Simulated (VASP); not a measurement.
# Al36H in VASP: single point with PBE+D3(BJ)

Aim: the single point of Al36H with PBE+D3(BJ).

Everything below comes from runs of VASP 6.6.1. Logs are shortened: lines on timing, memory, paths and dates and some standing lists are left out, and cuts for length are marked.

## (1) The cell of the first run

The cell holds a slab with vacuum, 37 atoms: a = 5.629 Å, b = 5.629 Å, c = 35.807 Å, α = 90.00°, β = 90.00°, γ = 120.00°.

## (2) Single point, PBE+D3(BJ)

Contents of INCAR:

```
SYSTEM = Al36H
PREC     = Accurate       ! precision mode
ENCUT    = 520            ! plane-wave cutoff, eV
EDIFF    = 1E-7           ! SCF threshold, eV
ISMEAR   = 0              ! smearing method
SIGMA    = 0.1            ! smearing width, eV
LREAL    = Auto         
LASPH    = .TRUE.         ! aspherical terms in the spheres
NELM     = 100            ! most SCF steps
ALGO     = Fast           ! electronic algorithm
ISIF     = 2              ! what is computed and relaxed
LWAVE    = .FALSE.        ! write WAVECAR
LCHARG   = .FALSE.        ! write CHGCAR
LDIPOL   = .TRUE.       
IDIPOL   = 3            
DIPOL    = 0.5 0.5 0.379
GGA      = PE             ! functional
IVDW     = 12             ! dispersion correction
NBANDS   = 78             ! bands
```

Contents of KPOINTS:

```
regular mesh
0
G
  6 6 1
  0 0 0
```

Contents of POSCAR:

```
Al36H
1.0
    5.6288445221      0.0000000000      0.0000000000
   -2.8144222610      4.8747223501      0.0000000000
    0.0000000000      0.0000000000     35.8073562139
Al H
36 1
Direct
    0.1666666667      0.3333333333      0.1117088895
    0.1666666667      0.8333333333      0.1117088895
    0.6666666667      0.3333333333      0.1117088895
    0.6666666667      0.8333333333      0.1117088895
    0.0000000000      0.0000000000      0.1762280837
    0.0000000000      0.5000000000      0.1762280837
    0.5000000000      0.0000000000      0.1762280837
    0.5000000000      0.5000000000      0.1762280837
    0.3333333333      0.1666666667      0.2407472780
    0.3333333333      0.6666666667      0.2407472780
    0.8333333333      0.1666666667      0.2407472780
    0.8333333333      0.6666666667      0.2407472780
    0.0000000000      0.0000000000      0.3052664723
    0.0000000000      0.5000000000      0.3052664723
    0.5000000000      0.0000000000      0.3052664723
    0.5000000000      0.5000000000      0.3052664723
    0.1666666667      0.3333333333      0.3692823671
    0.1666666667      0.8333333333      0.3692823671
    0.6666666667      0.3333333333      0.3692823671
    0.6666666667      0.8333333333      0.3692823671
    0.0000000000      0.0000000000      0.4332765596
    0.0000000000      0.5000000000      0.4332765596
    0.5000000000      0.0000000000      0.4332765596
    0.5000000000      0.5000000000      0.4332765596
    0.3333333333      0.1666666667      0.4981718464
    0.3333333333      0.6666666667      0.4981718464
    0.8333333333      0.1666666667      0.4981718464
    0.8333333333      0.6666666667      0.4981718464
    0.0000000000      0.0000000000      0.5626837009
    0.0000000000      0.5000000000      0.5626837009
    0.5000000000      0.0000000000      0.5626837009
    0.5000000000      0.5000000000      0.5626837009
    0.1666666667      0.3333333333      0.6285679423
    0.1666666667      0.8333333333      0.6285679423
    0.6666666667      0.3333333333      0.6285679423
    0.6666666667      0.8333333333      0.6285679423
    0.1666666667      0.4166666667      0.7207277762
```

Potentials or basis: VASP PAW PBE potentials, release 64 (Al, H).

Run with:

```console
cat potpaw_PBE.64/Al/POTCAR potpaw_PBE.64/H/POTCAR > POTCAR
mpirun -np 1 vasp_std > vasp.out
```

OUTCAR:

```text
SYSTEM = Al36H
   PREC = Accurate
   ENCUT = 520
   EDIFF = 1E-7
   ISMEAR = 0
   LREAL = Auto
   LASPH = .TRUE.
   NELM = 100
   ISIF = 2
   GGA = PE
   IVDW = 12
 IVDW          = 12

 ion  position               nearest neighbor table
   1  0.167  0.333  0.112-   2 2.81   2 2.81   3 2.81   3 2.81   4 2.81   4 2.81   5 2.82   8 2.82
                             6 2.82
   2  0.167  0.833  0.112-   1 2.81   1 2.81   4 2.81   4 2.81   3 2.81   3 2.81   6 2.82   7 2.82
                             5 2.82
   3  0.667  0.333  0.112-   4 2.81   4 2.81   1 2.81   1 2.81   2 2.81   2 2.81   7 2.82   6 2.82
                             8 2.82
   4  0.667  0.833  0.112-   3 2.81   3 2.81   2 2.81   2 2.81   1 2.81   1 2.81   8 2.82   5 2.82
                             7 2.82
   5  0.000  0.000  0.176-   6 2.81   6 2.81   7 2.81   7 2.81   8 2.81   8 2.81   1 2.82   4 2.82
                             2 2.82  12 2.82   9 2.82  11 2.82
   6  0.000  0.500  0.176-   5 2.81   5 2.81   8 2.81   8 2.81   7 2.81   7 2.81   2 2.82   3 2.82
                             1 2.82  11 2.82  10 2.82  12 2.82
   7  0.500  0.000  0.176-   8 2.81   8 2.81   5 2.81   5 2.81   6 2.81   6 2.81   3 2.82   2 2.82
                             4 2.82  10 2.82  11 2.82   9 2.82
   8  0.500  0.500  0.176-   7 2.81   7 2.81   6 2.81   6 2.81   5 2.81   5 2.81   4 2.82   1 2.82
                             3 2.82   9 2.82  12 2.82  10 2.82
   9  0.333  0.167  0.241-  10 2.81  10 2.81  11 2.81  11 2.81  12 2.81  12 2.81  16 2.82   8 2.82
[... 40 lines left out ...]
                            27 2.82  33 2.86  36 2.86  34 2.86
  30  0.000  0.500  0.563-  29 2.81  29 2.81  32 2.81  32 2.81  31 2.81  31 2.81  27 2.82  26 2.82
                            28 2.82  34 2.86  35 2.86  33 2.86
  31  0.500  0.000  0.563-  32 2.81  32 2.81  29 2.81  29 2.81  30 2.81  30 2.81  26 2.82  27 2.82
                            25 2.82  35 2.86  34 2.86  36 2.86
  32  0.500  0.500  0.563-  31 2.81  31 2.81  30 2.81  30 2.81  29 2.81  29 2.81  25 2.82  28 2.82
                            26 2.82  36 2.86  33 2.86  35 2.86
  33  0.167  0.333  0.629-  34 2.81  34 2.81  35 2.81  35 2.81  36 2.81  36 2.81  29 2.86  32 2.86
                            30 2.86
  34  0.167  0.833  0.629-  33 2.81  33 2.81  36 2.81  36 2.81  35 2.81  35 2.81  30 2.86  31 2.86
                            29 2.86
  35  0.667  0.333  0.629-  36 2.81  36 2.81  33 2.81  33 2.81  34 2.81  34 2.81  31 2.86  30 2.86
                            32 2.86
  36  0.667  0.833  0.629-  35 2.81  35 2.81  34 2.81  34 2.81  33 2.81  33 2.81  32 2.86  29 2.86
                            31 2.86
  37  0.167  0.417  0.721-

  LATTYP: Found a hexagonal cell.
 ALAT       =     5.6288445221
 C/A-ratio  =     6.3614043830

  Lattice vectors:

 A1 = (   5.6288445221,   0.0000000000,   0.0000000000)
 A2 = (  -2.8144222610,   4.8747223501,   0.0000000000)
 A3 = (   0.0000000000,   0.0000000000,  35.8073562139)

Analysis of symmetry for initial positions (statically):
=====================================================================
 Subroutine PRICEL returns:
 Original cell was already a primitive cell.

 Routine SETGRP: Setting up the symmetry group for a
 hexagonal supercell.

 Subroutine GETGRP returns: Found  1 space group operations
 (whereof  1 operations were pure point group operations)
 out of a pool of 24 trial point group operations.

The static configuration has the point symmetry C_1 .

Analysis of symmetry for dynamics (positions and initial velocities):
=====================================================================
 Subroutine PRICEL returns:
 Original cell was already a primitive cell.

 Routine SETGRP: Setting up the symmetry group for a
 hexagonal supercell.

 Subroutine GETGRP returns: Found  1 space group operations
 (whereof  1 operations were pure point group operations)
 out of a pool of 24 trial point group operations.

The dynamic configuration has the point symmetry C_1 .

 Subroutine INISYM returns: Found  1 space group operations
 (whereof  1 operations are pure point group operations),
 and found     1 'primitive' translations

----------------------------------------------------------------------------------------

                                     Primitive cell

  volume of cell :     982.5200

  direct lattice vectors                    reciprocal lattice vectors
     5.628844522  0.000000000  0.000000000     0.177656355  0.102569944  0.000000000
    -2.814422261  4.874722350  0.000000000     0.000000000  0.205139889  0.000000000
     0.000000000  0.000000000 35.807356214     0.000000000  0.000000000  0.027927222

[... 96 lines left out ...]

  Length of vectors
     0.034189981  0.034189981  0.027927222

  Shift w.r.t. Gamma in fractional coordinates (k-lattice)
     0.000000000  0.000000000  0.000000000

 Subroutine IBZKPT returns following result:
 ===========================================

 Found     20 irreducible k-points:

 Following reciprocal coordinates:
            Coordinates               Weight
  0.000000  0.000000  0.000000      1.000000
  0.166667  0.000000  0.000000      2.000000
  0.000000  0.166667  0.000000      2.000000
 -0.166667  0.166667  0.000000      2.000000
  0.333333 -0.000000  0.000000      2.000000
  0.000000  0.333333  0.000000      2.000000
[... 12 lines left out ...]
  0.500000 -0.166667  0.000000      2.000000
  0.333333  0.333333  0.000000      2.000000
   k-points           NKPTS =     20   k-points in BZ     NKDIM =     20   number of bands    NBANDS=     78
   number of dos      NEDOS =    301   number of ions     NIONS =     37
   total plane-waves  NPLWV = 476280
   dimension x,y,z NGX =    42 NGY =   42 NGZ =  270
   dimension x,y,z NGXF=    84 NGYF=   84 NGZF=  540
   ions per type =              36   1
   NGX,Y,Z   is equivalent  to a cutoff of  12.40, 12.40, 12.54 a.u.
   NGXF,Y,Z  is equivalent  to a cutoff of  24.81, 24.81, 25.07 a.u.
 SYSTEM =  Al36H
   PREC   = accura    normal or accurate (medium, high low for compatibility)
   ISTART =      0    job   : 0-new  1-cont  2-samecut
   ICHARG =      2    charge: 1-file 2-atom 10-const
   ISPIN  =      1    spin polarized calculation?
   LNONCOLLINEAR =      F non collinear calculations
   LSORBIT =      F    spin-orbit coupling
   LASPH  =      T    aspherical Exc in radial PAW
   ENCUT  =  520.0 eV  38.22 Ry    6.18 a.u.  10.47 10.47 66.58*2*pi/ulx,y,z
   NELM   =    100;   NELMIN=  2; NELMDL= -5     # of ELM steps
   EDIFF  = 0.1E-06   stopping-criterion for ELM
   LREAL  =      T    real-space projection
   EDIFFG = 0.1E-05   stopping-criterion for IOM
   NSW    =      0    number of steps for IOM
   IBRION =     -1    ionic relax: 0-MD 1-quasi-New 2-CG
   NFREE  =      0    steps in history (QN), initial steepest desc. (CG)
   ISIF   =      2    stress and relaxation
   ISYM   =      2    0-nonsym 1-usesym 2-fastsym
   POTIM  = 0.5000    time-step for ionic-motion
   TEBEG  =    0.0;   TEEND  =   0.0 temperature during run
   PSTRESS=    0.0 pullay stress
   NELECT =     109.0000    total number of electrons
   NUPDOWN=      -1.0000    fix difference up-down
   EMIN   =  10.00;   EMAX   =-10.00  energy-range for DOS
   EFERMI =   0.00;   METHOD = LEGACY
   ISMEAR =     0;   SIGMA  =   0.10  broadening in eV -4-tet -1-fermi 0-gaus
   EFERMI_NEDOS =   21; number of points for ismear=-14 and -15
   IALGO  =     68    algorithm
   IMIX   =      4    mixing-type and parameters
     AMIX     =   0.40;   BMIX     =  1.00
     AMIX_MAG =   1.60;   BMIX_MAG =  1.00
  volume/ion in A,a.u.               =      26.55       179.20
  Fermi-wavevector in a.u.,A,eV,Ry     =   0.786629  1.486513  8.419080  0.618785
  Thomas-Fermi vector in A             =   1.891206
   LORBIT       =      0    0 simple, 1 ext, 2 COOP (PROOUT), +10 PAW based schemes
   GGA     = PE    functional components
   LHFCALC =     F    Hartree Fock is set to
   AEXX    =    0.0000 exact exchange contribution
   IVDW    =    12    specifies the selected vdW correction
   LEPSILON=     F    determine dielectric tensor
   LRPA    =     F    only Hartree local field effects (RPA)
 non-spin polarized calculation
 RMM-DIIS sequential band-by-band and
 Gauss-broadening in eV      SIGMA  =   0.10
  energy-cutoff  :      520.00
  volume of cell :      982.52
 maximum number of plane-waves:     26569
 NGX is ok and might be reduce to    42
   NGX = 21   NGY = 21   NGZ =133

 dipolmoment           0.000000      0.000000     -0.250576 electrons x Angstroem

 number of electron     109.0000001 magnetization

 dipolmoment           0.000000      0.000000      0.318565 electrons x Angstroem

 Free energy of the ion-electron system (eV)
  ---------------------------------------------------
  ext. energy  EPLUGINS =         0.00000000
  ---------------------------------------------------
  free energy    TOTEN  =      -132.29212250 eV

  energy without entropy =     -132.19999428  energy(sigma->0) =     -132.24605839

 E-fermi :   2.8304     XC(G=0):  -6.6850

 val. band max:        2.8303554828   @ k =   0.1667   0.1667   0.0000
 cond. band min:       2.8711138120   @ k =   0.3333  -0.0000   0.0000
 fundamental gap:      0.0407583292
 Fermi energy:         2.8303864294

 k-point     1 :       0.0000    0.0000    0.0000
  band No.  band energies     occupation
      1      -8.4741      2.00000
      2      -8.2099      2.00000
      3      -7.8238      2.00000
      4      -7.2708      2.00000
      5      -6.5914      2.00000
      6      -5.7771      2.00000
[... 1369 lines left out ...]
     65       5.4435      0.00000
     66       5.4443      0.00000
 [bands above 66 left out]

------------------------ aborting loop because EDIFF is reached ----------------------------------------

 vacuum level on the upper side and lower side of the slab       (xc-potential included)         0.949        -1.110

 Edisp (eV)  -11.25303

 E8    (eV) :    -5.1004

  FORCE on cell =-STRESS in cart. coord.  units (eV):
  Direction    XX          YY          ZZ          XY          YZ          ZX
  --------------------------------------------------------------------------------------
  -------------------------------------------------------------------------------------
  Total      -3.73791    -3.75964    -1.70748     0.03023    -0.09860     0.06329
  in kB      -6.09535    -6.13078    -2.78436     0.04929    -0.16078     0.10321
  external pressure =       -5.00 kB  Pullay stress =        0.00 kB

 VOLUME and BASIS-vectors are now :
 -----------------------------------------------------------------------------
  energy-cutoff  :      520.00
  volume of cell :      982.52
      direct lattice vectors                 reciprocal lattice vectors
     5.628844522  0.000000000  0.000000000     0.177656355  0.102569944  0.000000000
    -2.814422261  4.874722350  0.000000000     0.000000000  0.205139889  0.000000000
     0.000000000  0.000000000 35.807356214     0.000000000  0.000000000  0.027927222

 POSITION                                       TOTAL-FORCE (eV/Angst)
 -----------------------------------------------------------------------------------
      0.00000      1.62491      4.00000        -0.005428      0.008450     -0.118486
     -1.40721      4.06227      4.00000         0.002913     -0.010727     -0.109393
      2.81442      1.62491      4.00000         0.005874      0.006198     -0.108138
      1.40721      4.06227      4.00000        -0.003328     -0.003846     -0.110322
      0.00000      0.00000      6.31026        -0.001625      0.030433      0.113137
     -1.40721      2.43736      6.31026         0.031968     -0.012478      0.103578
[... 29 lines left out ...]
      1.40721      4.06227     22.50736        -0.000914      0.001352      0.042807
     -0.23454      2.03113     25.80736         0.020042     -0.033680     -0.785206
 -----------------------------------------------------------------------------------
    total drift:                               -0.000072      0.000077     -0.055270

  FREE ENERGIE OF THE ION-ELECTRON SYSTEM (eV)
  ---------------------------------------------------
  free  energy   TOTEN  =      -143.5451490615 eV

  energy  without entropy=     -143.4530208401  energy(sigma->0) =     -143.49908495

 vacuum level on the upper side and lower side of the slab         8.931         6.847
```

Run time: 1.9 h. Hardware: 1 thread of Oxide Virtual Turin-like, shared host; peak memory 1.5 GiB.

Results:

```
Free energy                : -143.5451 eV
Largest force              : 0.786 eV/Å
Band gap on the k mesh     : zero (an odd number of electrons rules out a gap without spin polarisation)
Dispersion energy per atom : -0.304 eV
```

Forces in eV/Å, atoms in the order of the input:
```
Al  -0.005  0.008 -0.118
Al   0.003 -0.011 -0.109
Al   0.006  0.006 -0.108
Al  -0.003 -0.004 -0.110
Al  -0.002  0.030  0.113
Al   0.032 -0.012  0.104
Al   0.002 -0.008  0.126
Al  -0.032 -0.011  0.110
Al  -0.012  0.010 -0.022
Al  -0.005 -0.020 -0.022
Al   0.012  0.016 -0.021
Al   0.005 -0.007 -0.023
Al  -0.003  0.010  0.018
Al   0.017 -0.003  0.036
Al   0.003 -0.008  0.006
Al  -0.016  0.001  0.026
Al  -0.005  0.008  0.021
Al   0.001 -0.010 -0.007
Al   0.005  0.005 -0.014
Al   0.000 -0.005 -0.004
Al  -0.004  0.017  0.008
Al   0.022 -0.008  0.005
Al   0.002 -0.005  0.048
Al  -0.022 -0.003  0.010
Al   0.002  0.001 -0.005
Al  -0.001 -0.004 -0.028
Al   0.001  0.003 -0.016
Al  -0.002  0.004  0.014
Al   0.003 -0.008 -0.012
Al  -0.003  0.001  0.011
Al  -0.007  0.009 -0.025
Al   0.006 -0.002 -0.002
Al  -0.026  0.041  0.618
Al   0.005 -0.004  0.069
Al   0.003 -0.006  0.048
Al  -0.001  0.001  0.043
H    0.020 -0.034 -0.785
```

Levels at points of the mesh, in eV from the Fermi level:
| k point | band 51 | band 52 | band 53 | band 54 | band 55 | band 56 | band 57 | band 58 |
| --- | --- | --- | --- | --- | --- | --- | --- | --- |
| (0.00, 0.00, 0.00) | -1.28 | -1.28 | -1.28 | -1.13 | -0.57 | -0.55 | -0.54 | -0.46 |
| (0.50, 0.00, 0.00) | -0.20 | -0.13 | -0.11 | -0.08 | -0.05 | 0.28 | 0.44 | 0.44 |
| (0.00, 0.50, 0.00) | -0.21 | -0.13 | -0.11 | -0.08 | -0.04 | 0.28 | 0.43 | 0.44 |
| (0.50, 0.50, 0.00) | -0.20 | -0.13 | -0.11 | -0.08 | -0.05 | 0.28 | 0.44 | 0.44 |

The gap in the log of VASP goes by the Fermi energy; the results here count the filled bands.